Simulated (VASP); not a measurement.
# NaCl (I4/mmm) in VASP: a series of runs, part 2 of 2

VASP 6.6.1.

### 4 Single point, PBE (strain -0.080 along x and y, +0.040 along z)

INCAR reads:

```
ALGO = Normal ; EDIFF = 1E-6
ENCUT = 520 ; GGA = PE
ISIF = 2 ; ISMEAR = 0
LASPH = T ; LCHARG = T
LELF = T ; LREAL = F
LVHAR = T ; LWAVE = F
NBANDS = 14 ; NELM = 60
PREC = Accurate ; SIGMA = 0.05
```

KPOINTS reads:

```
k-points
0
Gamma
  8 8 8
```

POSCAR reads:

```
NaCl
1.0
    0.0000000000      2.6052100000      2.9450200000
    2.6052100000      0.0000000000      2.9450200000
    2.6052100000      2.6052100000      0.0000000000
Na Cl
1 1
Direct
    0.0000000000      0.0000000000      0.0000000000
    0.5000000000      0.5000000000      0.5000000000
```

Potentials or basis: VASP PAW PBE potentials, release 64 (Na_pv, Cl).

Run with:

```
$ cat potpaw_PBE.64/Na_pv/POTCAR potpaw_PBE.64/Cl/POTCAR > POTCAR
$ mpirun -np 1 vasp_std > vasp.out
```

OUTCAR:

```text
EDIFF = 1E-6
   ENCUT = 520
   GGA = PE
   ISIF = 2
   ISMEAR = 0
   LASPH = T
   LREAL = F
   NELM = 60
   PREC = Accurate

 ion  position               nearest neighbor table
   1  0.000  0.000  0.000-   2 2.61   2 2.61   2 2.61   2 2.61
   2  0.500  0.500  0.500-   1 2.61   1 2.61   1 2.61   1 2.61

  LATTYP: Found a body centered tetragonal cell.
 ALAT       =     3.6843233148
 C/A-ratio  =     1.5986762009

  Lattice vectors:

 A1 = (  -2.6052100000,   0.0000000000,   2.9450200000)
 A2 = (   2.6052100000,   0.0000000000,   2.9450200000)
 A3 = (   0.0000000000,   2.6052100000,  -2.9450200000)

Analysis of symmetry for initial positions (statically):
=====================================================================
 Subroutine PRICEL returns:
 Original cell was already a primitive cell.

 Routine SETGRP: Setting up the symmetry group for a
 body centered tetragonal supercell.

 Subroutine GETGRP returns: Found 16 space group operations
 (whereof 16 operations were pure point group operations)
 out of a pool of 16 trial point group operations.

The static configuration has the point symmetry D_4h.

[... 174 lines left out ...]
      5      -0.0234      2.00000
      6      -0.0234      2.00000
      7      -0.0178      2.00000
      8       5.5581      0.00000
      9      10.6053      0.00000
     10      11.6210      0.00000
     11      11.6210      0.00000
     12      12.7474      0.00000
     13      14.3118      0.00000
     14      15.4439      0.00000
[... 377 lines left out ...]
      1     -20.6516      2.00000
      2     -20.6230      2.00000
      3     -20.6090      2.00000
      4     -12.5742      2.00000
      5      -1.8603      2.00000
      6      -0.4321      2.00000
      7      -0.3950      2.00000
      8       7.7551      0.00000
      9      10.0322      0.00000
     10      11.2428      0.00000
     11      11.7382      0.00000
     12      14.0931      0.00000
     13      15.3935      0.00000
     14      17.3817      0.00000

 [... further k-points ...]

------------------------ aborting loop because EDIFF is reached ----------------------------------------

  FORCE on cell =-STRESS in cart. coord.  units (eV):
  Direction    XX          YY          ZZ          XY          YZ          ZX
  --------------------------------------------------------------------------------------
  -------------------------------------------------------------------------------------
  Total        2.1969186      2.1969186      0.1561597      0.0000000      0.0000000      0.0000000
  in kB       88.0482712     88.0482712      6.2585806      0.0000000      0.0000000      0.0000000
  external PRESSURE =      60.7850410 kB  Pullay stress =       0.0000000 kB

 VOLUME and BASIS-vectors are now :
 -----------------------------------------------------------------------------
  energy-cutoff  :      520.00
  volume of cell :       39.98
      direct lattice vectors                 reciprocal lattice vectors
     0.000000000  2.605210000  2.945020000    -0.191923108  0.191923108  0.169778134
     2.605210000  0.000000000  2.945020000     0.191923108 -0.191923108  0.169778134
     2.605210000  2.605210000  0.000000000     0.191923108  0.191923108 -0.169778134

 POSITION                                       TOTAL-FORCE (eV/Angst)
 -----------------------------------------------------------------------------------
      0.00000      0.00000      0.00000         0.000000      0.000000     -0.000000
      2.60521      2.60521      2.94502         0.000000     -0.000000      0.000000
 -----------------------------------------------------------------------------------
    total drift:                               -0.000000     -0.000000      0.000000

  FREE ENERGIE OF THE ION-ELECTRON SYSTEM (eV)
  ---------------------------------------------------
  free  energy   TOTEN  =        -6.6093428666 eV

  energy  without entropy=       -6.6093428666  energy(sigma->0) =       -6.60934287
```

OSZICAR:

```text
N       E                     dE             d eps       ncg     rms          rms(c)
DAV:   1     0.101717528790E+03    0.10172E+03   -0.71736E+03  1652   0.105E+03
DAV:   2     0.101092662411E+01   -0.10071E+03   -0.92010E+02  1800   0.276E+02
DAV:   3    -0.668243593190E+01   -0.76934E+01   -0.76454E+01  2198   0.712E+01
DAV:   4    -0.680350226447E+01   -0.12107E+00   -0.12102E+00  1898   0.955E+00
DAV:   5    -0.680597186001E+01   -0.24696E-02   -0.24693E-02  2160   0.140E+00    0.227E+00
DAV:   6    -0.661821671621E+01    0.18776E+00   -0.29127E-01  2108   0.342E+00    0.171E+00
DAV:   7    -0.660438289354E+01    0.13834E-01   -0.85841E-02  2280   0.182E+00    0.116E+00
DAV:   8    -0.660938262267E+01   -0.49997E-02   -0.91086E-03  1820   0.865E-01    0.304E-01
DAV:   9    -0.660924789332E+01    0.13473E-03   -0.23868E-04  2132   0.134E-01    0.135E-01
DAV:  10    -0.660934638546E+01   -0.98492E-04   -0.21110E-04  1880   0.136E-01    0.410E-02
DAV:  11    -0.660934212895E+01    0.42565E-05   -0.14717E-05  2186   0.422E-02    0.424E-03
DAV:  12    -0.660934286657E+01   -0.73763E-06   -0.13218E-06  1898   0.119E-02
   1 F= -.66093429E+01 E0= -.66093429E+01  d E =-.537355E-12
```

stdout:

```text
POSCAR found type information on POSCAR NaCl
 POSCAR found :  2 types and       2 ions
 scaLAPACK will be used
 LDA part: xc-table for (Slater+PW92), standard interpolation
 POSCAR, INCAR and KPOINTS ok, starting setup
 FFT: planning ... GRIDC
 FFT: planning ... GRID_SOFT
 FFT: planning ... GRID
 WAVECAR not read
 entering main loop
```

Run time: 38 s. Hardware: 1 thread of Intel Xeon 8259CL, shared host; peak memory 0.17 GiB.

Results:

* Free energy: -6.6093 eV
* Pressure: 6.1 GPa
* Band gap on the k mesh: 5.58 eV

Stress tensor (GPa, compression positive):
```
8.80 0.00 0.00
0.00 8.80 0.00
0.00 0.00 0.63
```

Levels at points of the mesh, in eV from the valence-band top:
| k point | band 5 | band 6 | band 7 | band 8 | band 9 | band 10 |
| --- | --- | --- | --- | --- | --- | --- |
| (0.00, 0.00, 0.00) | -0.01 | -0.01 | 0.00 | 5.58 | 10.62 | 11.64 |
| (0.50, 0.00, 0.00) | -2.31 | -0.45 | -0.23 | 7.43 | 10.79 | 11.52 |
| (0.50, 0.50, 0.00) | -2.04 | -0.50 | -0.50 | 8.08 | 8.28 | 11.37 |
| (0.50, 0.00, 0.50) | -1.94 | -1.01 | -0.60 | 7.87 | 7.91 | 12.54 |

Caveat: the cell differs from its parent crystal (strain -0.080 along x and y, +0.040 along z); the cell stands under pressure.

### 5 Single point, PBE (strain -0.080 along x and y, +0.080 along z)

INCAR reads:

```
SYSTEM = NaCl
PREC     = Accurate       ! precision mode
ENCUT    = 520            ! plane-wave cutoff, eV
EDIFF    = 1E-6           ! SCF threshold, eV
ISMEAR   = 0              ! smearing method
SIGMA    = 0.05           ! smearing width, eV
LREAL    = .FALSE.        ! projectors in reciprocal space
LASPH    = .TRUE.         ! aspherical terms in the spheres
NELM     = 60             ! most SCF steps
ALGO     = Normal         ! electronic algorithm
ISIF     = 2              ! what is computed and relaxed
LWAVE    = .FALSE.        ! write WAVECAR
LCHARG   = .FALSE.        ! write CHGCAR
GGA      = PE             ! functional
NBANDS   = 14             ! bands
```

KPOINTS reads:

```
regular mesh
0
G
  8 8 8
  0 0 0
```

POSCAR reads:

```
NaCl
1.0
    0.0000000000      2.6052100000      3.0582900000
    2.6052100000      0.0000000000      3.0582900000
    2.6052100000      2.6052100000      0.0000000000
Na Cl
1 1
Direct
    0.0000000000      0.0000000000      0.0000000000
    0.5000000000      0.5000000000      0.5000000000
```

Run with:

```
$ cat potpaw_PBE.64/Na_pv/POTCAR potpaw_PBE.64/Cl/POTCAR > POTCAR
$ mpirun -np 1 vasp_std > vasp.out
```

Run time: 33 s. Hardware: 1 thread of Intel Xeon 8259CL, shared host; peak memory 0.17 GiB.

Results (log left out):

* Free energy: -6.6093 eV
* Pressure: 5.2 GPa
* Band gap on the k mesh: 5.42 eV

Stress tensor (GPa, compression positive):
```
 8.08  0.00  0.00
 0.00  8.08  0.00
 0.00  0.00 -0.62
```

Levels at points of the mesh, in eV from the valence-band top:
| k point | band 3 | band 4 | band 5 | band 6 | band 7 | band 8 | band 9 | band 10 | band 11 | band 12 |
| --- | --- | --- | --- | --- | --- | --- | --- | --- | --- | --- |
| (0.00, 0.00, 0.00) | -20.61 | -12.87 | -0.01 | 0.00 | 0.00 | 5.42 | 10.47 | 11.77 | 11.77 | 12.48 |
| (0.50, 0.00, 0.00) | -20.61 | -12.41 | -2.19 | -0.45 | -0.18 | 7.36 | 10.66 | 11.17 | 12.10 | 15.66 |
| (0.50, 0.50, 0.00) | -20.62 | -12.52 | -1.92 | -0.41 | -0.41 | 8.06 | 8.43 | 10.87 | 15.61 | 16.31 |
| (0.50, 0.00, 0.50) | -20.63 | -12.32 | -1.82 | -1.05 | -0.51 | 7.87 | 7.94 | 12.36 | 14.09 | 15.13 |

Caveat: the cell differs from its parent crystal (strain -0.080 along x and y, +0.080 along z); the cell stands under pressure.

### 6 Single point, PBE (strain +0.000 along x and y, -0.080 along z)

INCAR reads:

```
ALGO = Normal
EDIFF = 1E-6
ENCUT = 520
GGA = PE
ISIF = 2
ISMEAR = 0
LASPH = True
LCHARG = False
LREAL = False
LWAVE = False
NBANDS = 14
NELM = 80
PREC = Accurate
SIGMA = 0.05
```

KPOINTS reads:

```
k-points
0
Gamma
  8 8 8
```

POSCAR reads:

```
NaCl
1.0
    0.0000000000      2.8317500000      2.6052100000
    2.8317500000      0.0000000000      2.6052100000
    2.8317500000      2.8317500000      0.0000000000
Na Cl
1 1
Direct
    0.0000000000      0.0000000000      0.0000000000
    0.5000000000      0.5000000000      0.5000000000
```

Potentials or basis: VASP PAW PBE potentials, release 64 (Na_pv, Cl).

Run with:

```
$ cat potpaw_PBE.64/Na_pv/POTCAR potpaw_PBE.64/Cl/POTCAR > POTCAR
$ mpirun -np 1 vasp_std > vasp.out
```

OUTCAR:

```text
EDIFF = 1E-6
   ENCUT = 520
   GGA = PE
   ISIF = 2
   ISMEAR = 0
   LASPH = True
   LREAL = False
   NELM = 80
   PREC = Accurate

 ion  position               nearest neighbor table
   1  0.000  0.000  0.000-   2 2.61   2 2.61
   2  0.500  0.500  0.500-   1 2.61   1 2.61

  LATTYP: Found a body centered tetragonal cell.
 ALAT       =     4.0046992553
 C/A-ratio  =     1.3010764774

  Lattice vectors:

 A1 = (   0.0000000000,  -2.8317500000,  -2.6052100000)
 A2 = (   0.0000000000,   2.8317500000,  -2.6052100000)
 A3 = (   2.8317500000,   0.0000000000,   2.6052100000)

Analysis of symmetry for initial positions (statically):
=====================================================================
 Subroutine PRICEL returns:
 Original cell was already a primitive cell.

 Routine SETGRP: Setting up the symmetry group for a
 body centered tetragonal supercell.

 Subroutine GETGRP returns: Found 16 space group operations
 (whereof 16 operations were pure point group operations)
 out of a pool of 16 trial point group operations.

The static configuration has the point symmetry D_4h.

Analysis of symmetry for dynamics (positions and initial velocities):
=====================================================================
 Subroutine PRICEL returns:
 Original cell was already a primitive cell.

 Routine SETGRP: Setting up the symmetry group for a
 body centered tetragonal supercell.

 Subroutine GETGRP returns: Found 16 space group operations
 (whereof 16 operations were pure point group operations)
 out of a pool of 16 trial point group operations.

The dynamic configuration has the point symmetry D_4h.

 Subroutine INISYM returns: Found 16 space group operations
 (whereof 16 operations are pure point group operations),
 and found     1 'primitive' translations

[... 122 lines left out ...]
   IVDW    =     0    specifies the selected vdW correction
   LEPSILON=     F    determine dielectric tensor
   LRPA    =     F    only Hartree local field effects (RPA)
 non-spin polarized calculation
 Gauss-broadening in eV      SIGMA  =   0.05
  energy-cutoff  :      520.00
  volume of cell :       41.78
 maximum number of plane-waves:      1170
 NGX is ok and might be reduce to    30
   NGX = 15   NGY = 15   NGZ = 15

 number of electron      14.0000000 magnetization

 Free energy of the ion-electron system (eV)
  ---------------------------------------------------
  ext. energy  EPLUGINS =         0.00000000
  ---------------------------------------------------
  free energy    TOTEN  =        -6.69844712 eV

  energy without entropy =       -6.69844712  energy(sigma->0) =       -6.69844712

 E-fermi :  -0.0563     XC(G=0):  -8.4642

 val. band max:       -0.2828851089   @ k =   0.0000   0.0000   0.0000
 cond. band min:       5.0883268288   @ k =   0.0000   0.0000   0.0000
 fundamental gap:      5.3712119377
 Fermi energy:        -0.0563115378

 k-point     1 :       0.0000    0.0000    0.0000
  band No.  band energies     occupation
      1     -20.9823      2.00000
      2     -20.9823      2.00000
      3     -20.9774      2.00000
      4     -13.1411      2.00000
      5      -0.3528      2.00000
      6      -0.2829      2.00000
      7      -0.2829      2.00000
      8       5.0883      0.00000
      9      10.7042      0.00000
     10      10.7042      0.00000
     11      11.3551      0.00000
     12      12.6041      0.00000
     13      13.6583      0.00000
     14      14.9214      0.00000
[... 377 lines left out ...]
      1     -21.0100      2.00000
      2     -20.9871      2.00000
      3     -20.9820      2.00000
      4     -12.8164      2.00000
      5      -1.9461      2.00000
      6      -0.7103      2.00000
      7      -0.6051      2.00000
      8       7.3549      0.00000
      9       9.7466      0.00000
     10      10.3070      0.00000
     11      11.7206      0.00000
     12      13.5687      0.00000
     13      14.8645      0.00000
     14      16.5698      0.00000

 [... further k-points ...]

------------------------ aborting loop because EDIFF is reached ----------------------------------------

  FORCE on cell =-STRESS in cart. coord.  units (eV):
  Direction    XX          YY          ZZ          XY          YZ          ZX
  --------------------------------------------------------------------------------------
  -------------------------------------------------------------------------------------
  Total        0.4126963      0.4126963      1.9788170      0.0000000      0.0000000     -0.0000000
  in kB       15.8255414     15.8255414     75.8811088      0.0000000      0.0000000     -0.0000000
  external PRESSURE =      35.8440639 kB  Pullay stress =       0.0000000 kB

 VOLUME and BASIS-vectors are now :
 -----------------------------------------------------------------------------
  energy-cutoff  :      520.00
  volume of cell :       41.78
      direct lattice vectors                 reciprocal lattice vectors
     0.000000000  2.831750000  2.605210000    -0.176569259  0.176569259  0.191923108
     2.831750000  0.000000000  2.605210000     0.176569259 -0.176569259  0.191923108
     2.831750000  2.831750000  0.000000000     0.176569259  0.176569259 -0.191923108

 POSITION                                       TOTAL-FORCE (eV/Angst)
 -----------------------------------------------------------------------------------
      0.00000      0.00000      0.00000         0.000000      0.000000      0.000000
      2.83175      2.83175      2.60521         0.000000      0.000000     -0.000000
 -----------------------------------------------------------------------------------
    total drift:                               -0.000000      0.000000      0.000000

  FREE ENERGIE OF THE ION-ELECTRON SYSTEM (eV)
  ---------------------------------------------------
  free  energy   TOTEN  =        -6.6984471216 eV

  energy  without entropy=       -6.6984471216  energy(sigma->0) =       -6.69844712
```

OSZICAR:

```text
N       E                     dE             d eps       ncg     rms          rms(c)
DAV:   1     0.102419207342E+03    0.10242E+03   -0.71378E+03  1658   0.104E+03
DAV:   2     0.125195186947E+01   -0.10117E+03   -0.92758E+02  1810   0.283E+02
DAV:   3    -0.676601707637E+01   -0.80180E+01   -0.79738E+01  2168   0.720E+01
DAV:   4    -0.688926952525E+01   -0.12325E+00   -0.12321E+00  1952   0.982E+00
DAV:   5    -0.689190041658E+01   -0.26309E-02   -0.26307E-02  2214   0.144E+00    0.221E+00
DAV:   6    -0.670557723516E+01    0.18632E+00   -0.29799E-01  2056   0.334E+00    0.166E+00
DAV:   7    -0.669323507802E+01    0.12342E-01   -0.83287E-02  2292   0.173E+00    0.113E+00
DAV:   8    -0.669848231812E+01   -0.52472E-02   -0.93540E-03  1820   0.862E-01    0.307E-01
DAV:   9    -0.669835294490E+01    0.12937E-03   -0.23089E-04  2144   0.124E-01    0.151E-01
DAV:  10    -0.669845417878E+01   -0.10123E-03   -0.25910E-04  1916   0.140E-01    0.540E-02
DAV:  11    -0.669844647250E+01    0.77063E-05   -0.17929E-05  2144   0.435E-02    0.806E-03
DAV:  12    -0.669844712161E+01   -0.64911E-06   -0.15402E-06  1886   0.125E-02
   1 F= -.66984471E+01 E0= -.66984471E+01  d E =-.133118E-12
```

It took 36 s on 1 thread of Intel Xeon 8259CL, shared host; peak memory 0.17 GiB.

What came out:

| Item | Value |
| --- | --- |
| Free energy | -6.6984 eV |
| Pressure | 3.6 GPa |
| Band gap on the k mesh | 5.37 eV |

Levels at points of the mesh, in eV from the valence-band top:
```csv
k point,band 3,band 4,band 5,band 6,band 7,band 8,band 9,band 10,band 11,band 12
"(0.00, 0.00, 0.00)",-20.69,-12.86,-0.07,0.00,0.00,5.37,10.99,10.99,11.64,12.89
"(0.50, 0.00, 0.00)",-20.70,-12.43,-2.17,-0.39,-0.28,7.36,10.70,11.17,11.67,15.46
"(0.50, 0.50, 0.00)",-20.71,-12.34,-1.80,-0.82,-0.82,7.75,7.78,12.35,15.04,15.04
"(0.50, 0.00, 0.50)",-20.71,-12.42,-1.90,-0.74,-0.49,7.78,8.13,11.54,15.02,15.31
```

Caveat: the cell differs from its parent crystal (strain +0.000 along x and y, -0.080 along z); the cell stands under pressure.

### 7 Summary

```tsv
cell	gap on the mesh (eV)	pressure (GPa)
a = 3.848, b = 3.848, c = 3.684 Å, angles 61.4, 61.4, 57.2°, 2 atoms	5.76	7.3
a = 3.765, b = 3.765, c = 3.845 Å, angles 59.3, 59.3, 61.4°, 2 atoms	5.75	6.8
a = 3.932, b = 3.932, c = 3.684 Å, angles 62.1, 62.1, 55.9°, 2 atoms	5.58	6.1
a = 4.017, b = 4.017, c = 3.684 Å, angles 62.7, 62.7, 54.6°, 2 atoms	5.42	5.2
a = 3.848, b = 3.848, c = 4.005 Å, angles 58.6, 58.6, 62.7°, 2 atoms	5.37	3.6
```

Alike in all rows: task single point; level PBE; potentials or basis VASP PAW PBE potentials, release 64 (Na_pv, Cl); no spin polarisation; k mesh 8 × 8 × 8; cutoff (eV) 520; smearing gaussian 0.05 eV.

Caveats: the cell stands under pressure.

Absolute energies hang on the potentials; compare differences alone.
